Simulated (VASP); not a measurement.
# Na9Cl8 (a cell with a defect) in VASP: single point with PBE

Aim: the single point of Na9Cl8 (a cell with a defect) with PBE.

All numbers are computed with VASP 6.6.1; they aren't measurements. Logs are shortened: lines on timing, memory, paths and dates and some standing lists are left out, and cuts for length are marked.

### Step 1. The cell of the first run

The cell holds a defect, 17 atoms: a = 7.976 Å, b = 7.976 Å, c = 7.976 Å, α = 60.00°, β = 60.00°, γ = 60.00°.

### Step 2. Single point, PBE, collinear spin, zero start

Input file INCAR:

```
PREC = Accurate
ENCUT = 520
EDIFF = 1E-6
ISMEAR = -1
SIGMA = 0.02
LREAL = Auto
LASPH = True
NELM = 150
ALGO = Normal
ISIF = 2
LWAVE = False
LCHARG = False
ISPIN = 2
MAGMOM = 0 0 0 0 0 0 0 0 0 0 0 0 0 0 0 0 0
LORBIT = 11
GGA = PE
NBANDS = 78
```

Input file KPOINTS:

```
Automatic mesh
0
Gamma
  2 2 2
```

Input file POSCAR:

```
Na9Cl8
1.0
    0.0000000000      5.6401000000      5.6401000000
    5.6401000000      0.0000000000      5.6401000000
    5.6401000000      5.6401000000      0.0000000000
Na Cl
9 8
Direct
   -0.0076452545     -0.0077608553      0.0279755678
   -0.0075561604     -0.0076829312      0.4875347068
   -0.0085001152      0.5046014255      0.0020711512
   -0.0419851598      0.5669646815      0.4873586461
    0.5046981436     -0.0087624333      0.0021618411
    0.5646171167     -0.0404884665      0.4878042943
    0.4947980532      0.4955592099      0.0062879204
    0.4948970763      0.4956500771      0.5037738693
    0.1775407351      0.1818750554      0.5707341182
    0.2532111133      0.2521231893      0.2109129271
    0.2533143916      0.2521908299      0.7840556905
    0.2517804649      0.7412810057      0.2536903601
    0.2487412457      0.7696201308      0.7411181539
    0.7408910303      0.2518567933      0.2538480701
    0.7685857520      0.2490226237      0.7414966933
    0.7463859683      0.7472811652      0.2379229978
    0.7464522792      0.7473270864      0.7683591603
```

Potentials or basis: VASP PAW PBE potentials, release 64 (Na_pv, Cl).

On the command line:

```
> cat potpaw_PBE.64/Na_pv/POTCAR potpaw_PBE.64/Cl/POTCAR > POTCAR
> mpirun -np 1 vasp_std > vasp.out
```

OUTCAR:

```text
PREC = Accurate
   ENCUT = 520
   EDIFF = 1E-6
   ISMEAR = -1
   LREAL = Auto
   LASPH = True
   NELM = 150
   ISIF = 2
   ISPIN = 2
   LORBIT = 11
   GGA = PE

 ion  position               nearest neighbor table
   1  0.992  0.992  0.028-
   2  0.992  0.992  0.488-
   3  0.991  0.505  0.002-  11 2.67  10 2.67  16 2.70  17 2.70
   4  0.958  0.567  0.487-   9 2.59  16 2.64  17 2.64  12 2.68
   5  0.505  0.991  0.002-  11 2.66  10 2.66  16 2.69  17 2.69
   6  0.565  0.960  0.488-   9 2.60  16 2.64  17 2.64  14 2.68
   7  0.495  0.496  0.006-
   8  0.495  0.496  0.504-
   9  0.178  0.182  0.571-  11 2.43  10 2.43   4 2.59   6 2.60  15 2.71  13 2.72
  10  0.253  0.252  0.211-   9 2.43   5 2.66   3 2.67
  11  0.253  0.252  0.784-   9 2.43   5 2.66   3 2.67
  12  0.252  0.741  0.254-   4 2.68
  13  0.249  0.770  0.741-   9 2.72
  14  0.741  0.252  0.254-   6 2.68
  15  0.769  0.249  0.741-   9 2.71
  16  0.746  0.747  0.238-   4 2.64   6 2.64   5 2.69   3 2.70
  17  0.746  0.747  0.768-   4 2.64   6 2.64   5 2.69   3 2.70

  LATTYP: Found a face centered cubic cell.
 ALAT       =    11.2802000000

  Lattice vectors:

 A1 = (   0.0000000000,   5.6401000000,   5.6401000000)
 A2 = (   5.6401000000,   0.0000000000,   5.6401000000)
 A3 = (   5.6401000000,   5.6401000000,   0.0000000000)

Analysis of symmetry for initial positions (statically):
=====================================================================
 Subroutine PRICEL returns:
 Original cell was already a primitive cell.

 Routine SETGRP: Setting up the symmetry group for a
 face centered cubic supercell.

 Subroutine GETGRP returns: Found  1 space group operations
 (whereof  1 operations were pure point group operations)
 out of a pool of 48 trial point group operations.

The static configuration has the point symmetry C_1 .

Analysis of symmetry for dynamics (positions and initial velocities):
=====================================================================
 Subroutine PRICEL returns:
 Original cell was already a primitive cell.

 Routine SETGRP: Setting up the symmetry group for a
 face centered cubic supercell.

 Subroutine GETGRP returns: Found  1 space group operations
 (whereof  1 operations were pure point group operations)
 out of a pool of 48 trial point group operations.

The dynamic configuration has the point symmetry C_1 .

Analysis of structural, dynamic, and magnetic symmetry:
=====================================================================
 Subroutine PRICEL returns:
 Original cell was already a primitive cell.

[... 165 lines left out ...]
  ---------------------------------------------------
  free energy    TOTEN  =       -52.00972081 eV

  energy without entropy =      -52.00066660  energy(sigma->0) =      -52.00519370

 E-fermi :   5.7278     XC(G=0):  -8.4263

 val. band max:        5.7272121346   @ k =   0.0000   0.5000   0.0000
 cond. band min:       5.8300968496   @ k =   0.0000   0.5000   0.0000
 fundamental gap:      0.1028847149
 Fermi energy:         5.7277802988

 spin component 1

 k-point     1 :       0.0000    0.0000    0.0000
  band No.  band energies     occupation
      1     -21.7950      1.00000
      2     -21.7023      1.00000
      3     -21.5897      1.00000
      4     -21.5645      1.00000
      5     -21.5402      1.00000
      6     -21.5368      1.00000
[... 581 lines left out ...]
     70       8.5057      0.00000
     71       8.8286      0.00000
 Fermi energy:         5.7277802988

 spin component 2

 k-point     1 :       0.0000    0.0000    0.0000
  band No.  band energies     occupation
      1     -21.7950      1.00000
      2     -21.7023      1.00000
      3     -21.5897      1.00000
      4     -21.5645      1.00000
      5     -21.5402      1.00000
      6     -21.5368      1.00000
[... 581 lines left out ...]
     70       8.5057      0.00000
     71       8.8286      0.00000
 [bands above 71 left out]

------------------------ aborting loop because EDIFF is reached ----------------------------------------

  FORCE on cell =-STRESS in cart. coord.  units (eV):
  Direction    XX          YY          ZZ          XY          YZ          ZX
  --------------------------------------------------------------------------------------
  -------------------------------------------------------------------------------------
  Total       12.9659771     12.9699899      7.9817167      0.4939097      0.0097790      0.0009580
  in kB       57.8929157     57.9108331     35.6382595      2.2053001      0.0436631      0.0042775
  external PRESSURE =      50.4806694 kB  Pullay stress =       0.0000000 kB

 VOLUME and BASIS-vectors are now :
 -----------------------------------------------------------------------------
  energy-cutoff  :      520.00
  volume of cell :      358.83
      direct lattice vectors                 reciprocal lattice vectors
     0.000000000  5.640100000  5.640100000    -0.088650910  0.088650910  0.088650910
     5.640100000  0.000000000  5.640100000     0.088650910 -0.088650910  0.088650910
     5.640100000  5.640100000  0.000000000     0.088650910  0.088650910 -0.088650910

 POSITION                                       TOTAL-FORCE (eV/Angst)
 -----------------------------------------------------------------------------------
      5.75411      5.75477     11.19331        -0.031710     -0.034819      0.029707
      8.34651      8.34723     11.19425         0.037947      0.034755      0.028968
      2.85768      5.60384      8.43816         0.010451     -0.012719      0.031913
      5.94649      8.15205      8.60104         0.068108     -0.064901      0.048991
      5.60287      2.85874      8.43723        -0.013548      0.011196      0.033393
      8.16301      5.93576      8.59624        -0.051399      0.054398      0.040659
[... 9 lines left out ...]
      5.55665      5.55160      8.42443         0.000085      0.002737     -0.006499
      8.54862      8.54369      8.42506        -0.003591     -0.001026     -0.006455
 -----------------------------------------------------------------------------------
    total drift:                                0.000641      0.001529     -0.000302

  FREE ENERGIE OF THE ION-ELECTRON SYSTEM (eV)
  ---------------------------------------------------
  free  energy   TOTEN  =       -52.0097208085 eV

  energy  without entropy=      -52.0006665983  energy(sigma->0) =      -52.00519370

 total charge

# of ion       s       p       d       tot
------------------------------------------
    1        0.056   5.981   0.000   6.037
    2        0.056   5.981   0.000   6.037
    3        0.053   5.988   0.000   6.041
    4        0.082   5.985   0.000   6.066
    5        0.053   5.989   0.000   6.042
    6        0.079   5.985   0.000   6.064
[... 9 lines left out ...]
   16        1.597   3.599   0.000   5.196
   17        1.597   3.599   0.000   5.195
--------------------------------------------------
tot         13.388  82.551   0.000  95.938

 magnetization (x)

# of ion       s       p       d       tot
------------------------------------------
    1       -0.000  -0.000   0.000  -0.000
    2       -0.000  -0.000   0.000  -0.000
    3       -0.000  -0.000   0.000  -0.000
    4       -0.000  -0.000   0.000  -0.000
    5       -0.000  -0.000   0.000  -0.000
    6       -0.000  -0.000   0.000  -0.000
[... 9 lines left out ...]
   16       -0.000  -0.000   0.000  -0.000
   17       -0.000  -0.000   0.000  -0.000
--------------------------------------------------
tot         -0.000  -0.000   0.000  -0.000
```

It took 20 min on 1 thread of Intel Xeon 6975P-C, shared host; peak memory 0.79 GiB.

What came out:

```yaml
Free_energy: -52.0097 eV
Pressure: 5.0 GPa
Largest_force: 0.585 eV/Å
Net_moment: 0.00 μB per cell
Valence_electrons_inside_the_program's_atomic_spheres: Na 6.04, 6.07, 6.06, 6.03, 6.12; Cl 5.19, 5.20, 5.18, 5.17
```

Forces in eV/Å, atoms in the order of the input:
```
Na  -0.032 -0.035  0.030
Na   0.038  0.035  0.029
Na   0.010 -0.013  0.032
Na   0.068 -0.065  0.049
Na  -0.014  0.011  0.033
Na  -0.051  0.054  0.041
Na  -0.042 -0.039  0.017
Na   0.038  0.041  0.014
Na  -0.023  0.005 -0.584
Cl  -0.120 -0.117  0.110
Cl   0.126  0.129  0.115
Cl   0.024 -0.025  0.080
Cl  -0.043  0.041 -0.010
Cl  -0.025  0.024  0.077
Cl   0.048 -0.050 -0.020
Cl   0.000  0.003 -0.006
Cl  -0.004 -0.001 -0.006
```

Stress tensor (GPa, compression positive):
```
5.79 0.22 0.00
0.22 5.79 0.00
0.00 0.00 3.56
```

Caveat: the k points lie up to 0.48 Å⁻¹ apart.
